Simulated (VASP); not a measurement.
# N in VASP: notebook, part 2 of 2

VASP 6.6.1.

### Step 4. Single point, PBE+D3(BJ)

File INCAR:

```
PREC     = Accurate       # precision mode
ENCUT    = 520            # plane-wave cutoff, eV
EDIFF    = 1E-6           # SCF threshold, eV
ISMEAR   = -1             # smearing method
SIGMA    = 0.05           # smearing width, eV
LREAL    = Auto         
LASPH    = True           # aspherical terms in the spheres
NELM     = 60             # most SCF steps
ALGO     = Normal         # electronic algorithm
ISIF     = 2              # what is computed and relaxed
LWAVE    = False          # write WAVECAR
LCHARG   = False          # write CHGCAR
GGA      = PE             # functional
IVDW     = 12             # dispersion correction
NBANDS   = 78             # bands
```

File KPOINTS:

```
Automatic mesh
0
Gamma
  1 1 1
```

File POSCAR:

```
N
1.0
    8.8620950000      0.0000000000      0.0000000000
    0.0000000000      8.8620950000      0.0000000000
    0.0000000000      0.0000000000      8.8620950000
N
24
Direct
    0.1559902032      0.3724175830      0.3462612396
    0.1974815210      0.4148567579      0.2341658490
   -0.1386466744      1.0334802324      0.2389841228
   -0.1447400417      0.9052487025      0.2304082725
    0.7935369684      0.5691656431      0.5296603117
    0.8043921894      0.5448147419      0.4031665199
    0.0505749487      0.8809090853      0.4973090449
    0.1732998800      0.8429947998      0.4994304394
    0.7335737204      0.9165778521      0.8529924358
    0.8436267045      0.8703472486      0.8280209138
    0.4986518425      0.7409760333      0.2771579406
    0.3856085948      0.7936949446      0.2769322604
    0.7428943156      0.3418604743      0.7224928191
    0.7704047406      0.2544093693      0.6370164165
    0.8644457095      0.5069230244      1.0629992118
    0.8853437026      0.6172919609      1.0067032682
    0.5580847418      0.3050181701      0.1354871506
    0.5605897928      0.3189990629      0.2578509935
    0.4997238238     -0.0406450168      0.6107359490
    0.5886079984      0.0122882907      0.5407073610
    0.4614710179      0.5227544954      0.9045265256
    0.4113587137      0.5811379815      0.8048661180
    0.1513750417      0.8057237030      1.0413339058
    0.1550423461      0.9228856156      1.0008355812
```

Potentials or basis: VASP PAW PBE potentials, release 64 (N).

Command:

```bash
> cat potpaw_PBE.64/N/POTCAR > POTCAR
> mpirun -np 1 vasp_gam > vasp.out
```

It took 2.5 min on 1 thread of AMD EPYC 7R43 (Zen 3), shared host; peak memory 0.55 GiB.

The run converged. Its results:

```yaml
Free_energy: -200.0626 eV
Pressure: 0.2 GPa
Largest_force: 5.509 eV/Å
Dispersion_energy_per_atom: -0.043 eV
```

Forces in eV/Å, atoms in the order of the input:
```
N    0.506  0.530 -1.396
N   -0.539 -0.521  1.404
N   -0.229 -3.666 -0.290
N    0.072  3.765  0.228
N    0.415 -0.466 -4.441
N   -0.341  0.878  4.275
N    3.359 -1.040  0.186
N   -3.446  1.016  0.143
N   -4.946  2.088  1.237
N    4.938 -1.896 -1.332
N    1.101 -0.552 -0.003
N   -0.882  0.481 -0.153
N   -0.141  0.015  0.425
N    0.213 -0.250 -0.105
N    0.036  0.021 -0.108
N   -0.070 -0.339  0.152
N   -0.002 -0.568 -3.400
N    0.056  0.409  3.497
N   -0.705 -0.366  0.541
N    0.526  0.262 -0.674
N   -0.197  0.326 -0.365
N    0.143 -0.183  0.278
N    0.036 -2.043  0.655
N    0.093  2.098 -0.754
```

Stress tensor (GPa, compression positive):
```
 0.78 -0.29 -0.06
-0.29 -0.09 -0.31
-0.06 -0.31 -0.06
```

Levels at points of the mesh, in eV from the Fermi level:
```tsv
k point	band 58	band 59	band 60	band 61	band 62	band 63
(0.00, 0.00, 0.00)	-1.32	-1.27	-1.24	5.72	5.76	5.85
```

Caveat: the k points lie up to 0.71 Å⁻¹ apart; the standard files for N, O and F lose accuracy on very short bonds.

### Step 5. Single point, PBE+D3(BJ)

File INCAR:

```
PREC = Accurate ; ENCUT = 520
EDIFF = 1E-6 ; ISMEAR = -1
SIGMA = 0.05 ; LREAL = Auto
LASPH = T ; NELM = 100
ALGO = Normal ; ISIF = 2
LWAVE = F ; LCHARG = F
GGA = PE ; IVDW = 12
NBANDS = 78
```

KPOINTS is that of step 4.

File POSCAR:

```
N
1.0
    8.8620950000      0.0000000000      0.0000000000
    0.0000000000      8.8620950000      0.0000000000
    0.0000000000      0.0000000000      8.8620950000
N
24
Direct
    0.2447953898      0.3333071920      0.2845941056
    0.2197110277      0.4492955672      0.2495685275
   -0.1962289955      1.0014223499      0.2259849392
   -0.2369642844      0.8844974016      0.2439265208
    0.8005104888      0.5338918168      0.4641227610
    0.7361464755      0.5487077266      0.3577596494
    0.0886246424      0.8392597913      0.5223031349
    0.1706255688      0.9321836428      0.5090557030
    0.7940786011      0.9132152160      0.9304684727
    0.7905467048      0.9020214746      0.8062201996
    0.4592480672      0.8020112626      0.2013519377
    0.3646428976      0.8101131843      0.2843571413
    0.7069547325      0.1873710449      0.7215111100
    0.8194789155      0.2494669714      0.7150905063
    0.8635542724      0.4636939685      0.9782788381
    0.8162629717      0.5766356601      0.9904994248
    0.5988087467      0.2534840802      0.0736846084
    0.5443182453      0.2853049984      0.1795737915
    0.5373560089     -0.0881619978      0.5484820463
    0.6488646308     -0.0399679760      0.5039440448
    0.5151152182      0.5469474204      0.8548091619
    0.4012256696      0.5820745546      0.8128664836
    0.1190914789      0.8851180223      1.0519295945
    0.1549069379      0.9974842292      1.0037581407
```

Command:

```bash
> cat potpaw_PBE.64/N/POTCAR > POTCAR
> mpirun -np 1 vasp_gam > vasp.out
```

It took 2.4 min on 1 thread of AMD EPYC 7R43 (Zen 3), shared host; peak memory 0.56 GiB.

Results (log left out):

```
Free energy                : -199.8470 eV
Pressure                   : 0.5 GPa
Largest force              : 4.830 eV/Å
Dispersion energy per atom : -0.044 eV
```

Forces in eV/Å, atoms in the order of the input:
```
N    0.368 -2.498  0.802
N   -0.580  2.524 -0.754
N    0.291  0.497  0.042
N    0.146 -0.432  0.066
N    0.293 -0.045  0.489
N   -0.297  0.017 -0.445
N   -0.918 -0.982  0.176
N    0.729  1.069 -0.016
N   -0.018  0.056  0.529
N    0.082 -0.336 -0.937
N   -0.661 -0.023  0.315
N    0.635 -0.184 -0.604
N    3.213  2.150 -0.172
N   -3.221 -1.770  0.103
N    1.521 -3.346 -0.292
N   -1.292  3.340  0.412
N    1.422 -0.912 -2.905
N   -1.315  0.834  2.875
N    3.836  1.605 -1.499
N   -4.121 -1.619  1.931
N   -0.998  0.257 -0.395
N    0.851 -0.234  0.322
N    0.645  2.009 -0.894
N   -0.611 -1.977  0.852
```

Stress tensor (GPa, compression positive):
```
-1.03 -1.25  0.16
-1.25  1.06  0.53
 0.16  0.53  1.58
```

Levels at points of the mesh, in eV from the Fermi level:
```
           k point  band 56  band 57  band 58  band 59  band 60  band 61  band 62  band 63  band 64  band 65
(0.00, 0.00, 0.00)    -1.58    -1.53    -1.47    -1.30    -1.26     5.46     5.67     5.75     5.84     5.92
```

Caveat: the k points lie up to 0.71 Å⁻¹ apart; the standard files for N, O and F lose accuracy on very short bonds.

### Step 6. Single point, PBE+D3(BJ)

File INCAR:

```
ALGO = Normal ; EDIFF = 1E-7
ENCUT = 520 ; GGA = PE
ISIF = 2 ; ISMEAR = -1
IVDW = 12 ; LASPH = T
LCHARG = F ; LREAL = Auto
LWAVE = F ; NBANDS = 78
NELM = 100 ; PREC = Accurate
SIGMA = 0.05
```

File KPOINTS:

```
k-points
0
Gamma
  1 1 1
```

File POSCAR:

```
N
1.0
    8.8620950000      0.0000000000      0.0000000000
    0.0000000000      8.8620950000      0.0000000000
    0.0000000000      0.0000000000      8.8620950000
N
24
Direct
    0.2304421246      0.2972773368      0.2632108999
    0.2396160276      0.3807339010      0.1691022270
   -0.2099729240      1.0309074773      0.2636622604
   -0.2093523033      0.9182253181      0.2184923542
    0.8089396469      0.5399513320      0.4497694958
    0.6940232530      0.5266474801      0.4073528889
    0.0953386304      0.8203590686      0.4568558563
    0.1742815892      0.8975530052      0.5122152268
    0.7430522918      0.9236077925      0.8975868573
    0.7143006253      0.8062427677      0.8713515258
    0.4291536031      0.8720511346      0.2101083322
    0.3576693773      0.7728420876      0.2242133491
    0.6916310421      0.1783664021      0.7191866032
    0.7549907781      0.2839622008      0.7187578107
    0.9421474268      0.4430103717      1.0031600880
    0.8621663388      0.5387552266      0.9848799861
    0.5437766126      0.1940963170      0.0199388519
    0.5499602521      0.2179507216      0.1422688428
    0.5152957625     -0.1629524396      0.5545641296
    0.6075312892     -0.0934654842      0.5094393594
    0.4617982543      0.6063013317      0.8419679545
    0.4511799975      0.5491365191      0.7270741286
    0.1065210878      0.9492563553      0.9958141952
    0.1582921420      1.0421012187      1.0611260656
```

Potentials or basis: VASP PAW PBE potentials, release 64 (N).

Command:

```bash
> cat potpaw_PBE.64/N/POTCAR > POTCAR
> mpirun -np 1 vasp_gam > vasp.out
```

OUTCAR:

```text
EDIFF = 1E-7
   ENCUT = 520
   GGA = PE
   ISIF = 2
   ISMEAR = -1
   IVDW = 12
   LASPH = T
   LREAL = Auto
   NELM = 100
   PREC = Accurate
 IVDW          = 12

 ion  position               nearest neighbor table
   1  0.230  0.297  0.263-   2 1.12
   2  0.240  0.381  0.169-   1 1.12
   3  0.790  0.031  0.264-   4 1.08
   4  0.791  0.918  0.218-   3 1.08
   5  0.809  0.540  0.450-   6 1.09
   6  0.694  0.527  0.407-   5 1.09
[... 16 lines left out ...]
  23  0.107  0.949  0.996-  24 1.11
  24  0.158  0.042  0.061-  23 1.11

  LATTYP: Found a simple cubic cell.
 ALAT       =     8.8620950000

  Lattice vectors:

 A1 = (   8.8620950000,   0.0000000000,   0.0000000000)
 A2 = (   0.0000000000,   8.8620950000,   0.0000000000)
 A3 = (   0.0000000000,   0.0000000000,   8.8620950000)

Analysis of symmetry for initial positions (statically):
=====================================================================
 Subroutine PRICEL returns:
 Original cell was already a primitive cell.

 Routine SETGRP: Setting up the symmetry group for a
 simple cubic supercell.

 Subroutine GETGRP returns: Found  1 space group operations
 (whereof  1 operations were pure point group operations)
 out of a pool of 48 trial point group operations.

The static configuration has the point symmetry C_1 .

Analysis of symmetry for dynamics (positions and initial velocities):
=====================================================================
 Subroutine PRICEL returns:
 Original cell was already a primitive cell.

 Routine SETGRP: Setting up the symmetry group for a
 simple cubic supercell.

 Subroutine GETGRP returns: Found  1 space group operations
 (whereof  1 operations were pure point group operations)
 out of a pool of 48 trial point group operations.

The dynamic configuration has the point symmetry C_1 .

 Subroutine INISYM returns: Found  1 space group operations
 (whereof  1 operations are pure point group operations),
 and found     1 'primitive' translations

----------------------------------------------------------------------------------------

                                     Primitive cell

  volume of cell :     695.9999

  direct lattice vectors                    reciprocal lattice vectors
     8.862095000  0.000000000  0.000000000     0.112840135  0.000000000  0.000000000
     0.000000000  8.862095000  0.000000000     0.000000000  0.112840135  0.000000000
     0.000000000  0.000000000  8.862095000     0.000000000  0.000000000  0.112840135

  length of vectors
     8.862095000  8.862095000  8.862095000     0.112840135  0.112840135  0.112840135

  position of ions in fractional coordinates (direct lattice)
     0.230442125  0.297277337  0.263210900
     0.239616028  0.380733901  0.169102227
     0.790027076  0.030907477  0.263662260
     0.790647697  0.918225318  0.218492354
     0.808939647  0.539951332  0.449769496
     0.694023253  0.526647480  0.407352889
[... 16 lines left out ...]
     0.106521088  0.949256355  0.995814195
     0.158292142  0.042101219  0.061126066

  ion indices of the primitive-cell ions
   primitive index   ion index
                 1           1
                 2           2
                 3           3
                 4           4
                 5           5
                 6           6
[... 16 lines left out ...]
                23          23
                24          24

----------------------------------------------------------------------------------------

 KPOINTS: k-points

Automatic generation of k-mesh.
 Grid dimensions read from file:
 generate k-points for:    1    1    1

 Generating k-lattice:

  Cartesian coordinates                     Fractional coordinates (reciprocal lattice)
     0.112840135  0.000000000  0.000000000     1.000000000  0.000000000  0.000000000
     0.000000000  0.112840135  0.000000000     0.000000000  1.000000000  0.000000000
     0.000000000  0.000000000  0.112840135     0.000000000  0.000000000  1.000000000

  Length of vectors
     0.112840135  0.112840135  0.112840135

  Shift w.r.t. Gamma in fractional coordinates (k-lattice)
     0.000000000  0.000000000  0.000000000

 Subroutine IBZKPT returns following result:
 ===========================================

 Found      1 irreducible k-points:

 Following reciprocal coordinates:
            Coordinates               Weight
  0.000000  0.000000  0.000000      1.000000
   k-points           NKPTS =      1   k-points in BZ     NKDIM =      1   number of bands    NBANDS=     78
   number of dos      NEDOS =    301   number of ions     NIONS =     24
   total plane-waves  NPLWV = 343000
   dimension x,y,z NGX =    70 NGY =   70 NGZ =   70
   dimension x,y,z NGXF=   140 NGYF=  140 NGZF=  140
   ions per type =              24
   NGX,Y,Z   is equivalent  to a cutoff of  13.13, 13.13, 13.13 a.u.
   NGXF,Y,Z  is equivalent  to a cutoff of  26.26, 26.26, 26.26 a.u.
 SYSTEM =  unknown system
   PREC   = accura    normal or accurate (medium, high low for compatibility)
   ISTART =      0    job   : 0-new  1-cont  2-samecut
   ICHARG =      2    charge: 1-file 2-atom 10-const
   ISPIN  =      1    spin polarized calculation?
   LNONCOLLINEAR =      F non collinear calculations
   LSORBIT =      F    spin-orbit coupling
   LASPH  =      T    aspherical Exc in radial PAW
   ENCUT  =  520.0 eV  38.22 Ry    6.18 a.u.  16.48 16.48 16.48*2*pi/ulx,y,z
   NELM   =    100;   NELMIN=  2; NELMDL= -5     # of ELM steps
   EDIFF  = 0.1E-06   stopping-criterion for ELM
   LREAL  =      T    real-space projection
   EDIFFG = 0.1E-05   stopping-criterion for IOM
   NSW    =      0    number of steps for IOM
   IBRION =     -1    ionic relax: 0-MD 1-quasi-New 2-CG
   NFREE  =      0    steps in history (QN), initial steepest desc. (CG)
   ISIF   =      2    stress and relaxation
   ISYM   =      2    0-nonsym 1-usesym 2-fastsym
   POTIM  = 0.5000    time-step for ionic-motion
   TEBEG  =    0.0;   TEEND  =   0.0 temperature during run
   PSTRESS=    0.0 pullay stress
   NELECT =     120.0000    total number of electrons
   NUPDOWN=      -1.0000    fix difference up-down
   EMIN   =  10.00;   EMAX   =-10.00  energy-range for DOS
   EFERMI =   0.00;   METHOD = LEGACY
   ISMEAR =    -1;   SIGMA  =   0.05  broadening in eV -4-tet -1-fermi 0-gaus
   EFERMI_NEDOS =   21; number of points for ismear=-14 and -15
   IALGO  =     38    algorithm
   IMIX   =      4    mixing-type and parameters
     AMIX     =   0.40;   BMIX     =  1.00
     AMIX_MAG =   1.60;   BMIX_MAG =  1.00
  volume/ion in A,a.u.               =      29.00       195.70
  Fermi-wavevector in a.u.,A,eV,Ry     =   0.911169  1.721859 11.295946  0.830229
  Thomas-Fermi vector in A             =   2.035417
   LORBIT       =      0    0 simple, 1 ext, 2 COOP (PROOUT), +10 PAW based schemes
   GGA     = PE    functional components
   LHFCALC =     F    Hartree Fock is set to
   AEXX    =    0.0000 exact exchange contribution
   IVDW    =    12    specifies the selected vdW correction
   LEPSILON=     F    determine dielectric tensor
   LRPA    =     F    only Hartree local field effects (RPA)
 non-spin polarized calculation
  energy-cutoff  :      520.00
  volume of cell :      696.00
 maximum number of plane-waves:      9403
 NGX is ok and might be reduce to    70
   NGX = 33   NGY = 33   NGZ = 33

 number of electron     120.0000010 magnetization

 Free energy of the ion-electron system (eV)
  ---------------------------------------------------
  ext. energy  EPLUGINS =         0.00000000
  ---------------------------------------------------
  free energy    TOTEN  =      -198.97039469 eV

  energy without entropy =     -198.97039469  energy(sigma->0) =     -198.97039469

 E-fermi :  -5.7237     XC(G=0):  -5.4467

 val. band max:       -6.9917735703   @ k =   0.0000   0.0000   0.0000
 cond. band min:       0.1292034935   @ k =   0.0000   0.0000   0.0000
 fundamental gap:      7.1209770637
 Fermi energy:        -5.7236924365

 k-point     1 :       0.0000    0.0000    0.0000
  band No.  band energies     occupation
      1     -26.0749      2.00000
      2     -25.9775      2.00000
      3     -25.8174      2.00000
      4     -25.7934      2.00000
      5     -25.7735      2.00000
      6     -25.7686      2.00000
[... 64 lines left out ...]
     71       0.6224      0.00000
     72       0.6842      0.00000
 [bands above 72 left out]

------------------------ aborting loop because EDIFF is reached ----------------------------------------

 Edisp (eV)   -1.05161

 E8    (eV) :    -0.2556

  FORCE on cell =-STRESS in cart. coord.  units (eV):
  Direction    XX          YY          ZZ          XY          YZ          ZX
  --------------------------------------------------------------------------------------
  -------------------------------------------------------------------------------------
  Total       9.57757    16.18050     1.75626     7.17174     2.25711     1.55410
  in kB      22.04737    37.24717     4.04287    16.50920     5.19581     3.57750
  external pressure =       21.11 kB  Pullay stress =        0.00 kB

 VOLUME and BASIS-vectors are now :
 -----------------------------------------------------------------------------
  energy-cutoff  :      520.00
  volume of cell :      696.00
      direct lattice vectors                 reciprocal lattice vectors
     8.862095000  0.000000000  0.000000000     0.112840135  0.000000000  0.000000000
     0.000000000  8.862095000  0.000000000     0.000000000  0.112840135  0.000000000
     0.000000000  0.000000000  8.862095000     0.000000000  0.000000000  0.112840135

 POSITION                                       TOTAL-FORCE (eV/Angst)
 -----------------------------------------------------------------------------------
      2.04220      2.63450      2.33260         0.008077      0.597566     -0.439675
      2.12350      3.37410      1.49860        -0.034215     -0.399869      0.615503
      7.00130      0.27391      2.33660         0.168141      5.969697      2.364650
      7.00679      8.13740      1.93630         0.117001     -5.979042     -2.299240
      7.16890      4.78510      3.98590         3.251379      0.366511      1.185908
      6.15050      4.66720      3.61000        -3.243522     -0.370275     -1.233567
[... 16 lines left out ...]
      0.94400      8.41240      8.82500        -0.494630     -0.842335     -0.643129
      1.40280      0.37310      0.54171         0.398461      0.746876      0.468165
 -----------------------------------------------------------------------------------
    total drift:                               -0.002077     -0.002027      0.003734

  FREE ENERGIE OF THE ION-ELECTRON SYSTEM (eV)
  ---------------------------------------------------
  free  energy   TOTEN  =      -200.0220071489 eV

  energy  without entropy=     -200.0220071489  energy(sigma->0) =     -200.02200715
```

Run time: 2.8 min. Hardware: 1 thread of AMD EPYC 7R43 (Zen 3), shared host; peak memory 0.58 GiB.

What came out:

| Quantity | Value |
| --- | --- |
| Free energy | -200.0220 eV |
| Pressure | 2.1 GPa |
| Largest force | 6.423 eV/Å |
| Dispersion energy per atom | -0.044 eV |

Forces in eV/Å, atoms in the order of the input:
```
N    0.008  0.598 -0.440
N   -0.034 -0.400  0.616
N    0.168  5.970  2.365
N    0.117 -5.979 -2.299
N    3.251  0.367  1.186
N   -3.244 -0.370 -1.234
N   -1.967 -1.862 -1.320
N    1.840  1.905  1.394
N    0.718  2.484  0.654
N   -0.631 -2.441 -0.740
N    2.089  2.823 -0.503
N   -2.038 -2.978  0.342
N   -1.836 -2.889 -0.201
N    1.849  3.042 -0.028
N   -0.451  0.464 -0.120
N    0.485 -0.588  0.202
N   -0.141 -0.166 -1.008
N    0.089  0.280  1.029
N   -1.623 -1.178  0.817
N    1.606  1.208 -0.617
N   -0.464 -1.807 -3.363
N    0.305  1.612  3.445
N   -0.495 -0.842 -0.643
N    0.398  0.747  0.468
```

Levels at points of the mesh, in eV from the Fermi level:
| k point | band 56 | band 57 | band 58 | band 59 | band 60 | band 61 | band 62 | band 63 | band 64 | band 65 |
| --- | --- | --- | --- | --- | --- | --- | --- | --- | --- | --- |
| (0.00, 0.00, 0.00) | -1.59 | -1.56 | -1.54 | -1.38 | -1.27 | 5.85 | 5.88 | 5.95 | 6.01 | 6.04 |

Caveat: the k points lie up to 0.71 Å⁻¹ apart; the standard files for N, O and F lose accuracy on very short bonds.

### Step 7. Overview

| potentials or basis | cell | cutoff (eV) | pressure (GPa) | largest force (eV/Å) |
| --- | --- | --- | --- | --- |
| VASP PAW PBE potentials, release 64 (N_h) | as given, atomic positions A | 910 | -0.5 | 5.71 |
| VASP PAW PBE potentials, release 64 (N_h) | as given, atomic positions B | 910 | -1.3 | 5.17 |
| VASP PAW PBE potentials, release 64 (N) | as given, atomic positions C | 520 | 0.2 | 5.51 |
| VASP PAW PBE potentials, release 64 (N) | as given, atomic positions D | 520 | 0.5 | 4.83 |
| VASP PAW PBE potentials, release 64 (N) | as given, atomic positions E | 520 | 2.1 | 6.42 |

Alike in all rows: task single point; level PBE+D3(BJ); no spin polarisation; k mesh 1 × 1 × 1; smearing fermi-dirac 0.05 eV.

Caveats: all runs use coarse meshes; the standard files for N, O and F lose accuracy on very short bonds (at least some runs); the cutoff is under 1.25 times the usual one of these potentials, so pressure, stress and relaxed cells hold a basis-set (Pulay) error (at least some runs); the atoms stand as in a frame of molecular dynamics (at least some runs).

Total energies depend on the potentials used, so only differences within one code and one set of settings carry meaning.
